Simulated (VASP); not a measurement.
Set up this calculation in VASP 6.6.1, as the native input.

| Property | Result |
| --- | --- |
| Task | single point |
| Functional | PBE |
| Potentials or basis | VASP PAW PBE potentials, release 64 (Si, Ge_d) |
| Cutoff | 520 eV |
| k mesh | 2 × 2 × 2 |
| Occupations | fermi-dirac, width 0.02 eV |
| Spin | no spin polarisation |
| Dipole correction | no |
| Further INCAR settings | LREAL = Auto; ALGO = Normal; EDIFF = 1e-07; NBANDS = 53 |

The structure of Si16Ge (a cell with a defect) lies in POSCAR:

```
Si16Ge
1.0
    0.0000000000      5.4300000000      5.4300000000
    5.4300000000      0.0000000000      5.4300000000
    5.4300000000      5.4300000000      0.0000000000
Si Ge
16 1
Direct
    0.0255941068     -0.0081537753     -0.0084143646
    0.1303465930      0.1262895028      0.1256384899
   -0.0038922652      0.0103631676      0.4970114180
    0.1306646409      0.1255648250      0.6184745856
   -0.0045724678      0.4978013812      0.0095437385
    0.1302504604      0.6186594843      0.1253429098
   -0.0040442910      0.4966779926      0.4965708103
    0.1025498158      0.6326724678      0.6316824125
    0.5013127993      0.0076058011      0.0068577348
    0.6529828729      0.1160771639      0.1153670350
    0.5018174954      0.0071745856      0.4846180479
    0.6153841621      0.1480528545      0.6195313076
    0.5013487109      0.4849999079      0.0068120626
    0.6144942910      0.6202683241      0.1466644567
    0.4665789134      0.5114466851      0.5100385820
    0.6152761510      0.6178336096      0.6185687845
    0.7101470534      0.7637201657      0.7619404236
```

One way to write it, as run:

INCAR

```
SYSTEM = Si16Ge
  ALGO = Normal
  EDIFF = 1E-7
  ENCUT = 520
  GGA = PE
  ISIF = 2
  ISMEAR = -1
  LASPH = .TRUE.
  LCHARG = .TRUE.
  LELF = .TRUE.
  LREAL = Auto
  LVHAR = .TRUE.
  LWAVE = .FALSE.
  NBANDS = 53
  NELM = 60
  PREC = Accurate
  SIGMA = 0.02
```

KPOINTS

```
k-points
0
G
  2 2 2
  0 0 0
```

Potentials or basis: VASP PAW PBE potentials, release 64 (Si, Ge_d).

The run is started by

```bash
$ cat potpaw_PBE.64/Si/POTCAR potpaw_PBE.64/Ge_d/POTCAR > POTCAR
$ mpirun -np 1 vasp_std > vasp.out
```

Results of the run:

```yaml
Pressure: 6.5 GPa
Largest_force: 0.205 eV/Å
Band_gap_on_the_k_mesh: zero (band 39 reaches 6.98 eV, above the bottom of band 40 at 6.73 eV)
```

Caveat: the k points lie up to 0.50 Å⁻¹ apart.

Run time: 110 s on 1 thread of Intel(R) Xeon(R) 6975P-C (Granite Rapids), on a shared host, peak memory 0.49 GiB.
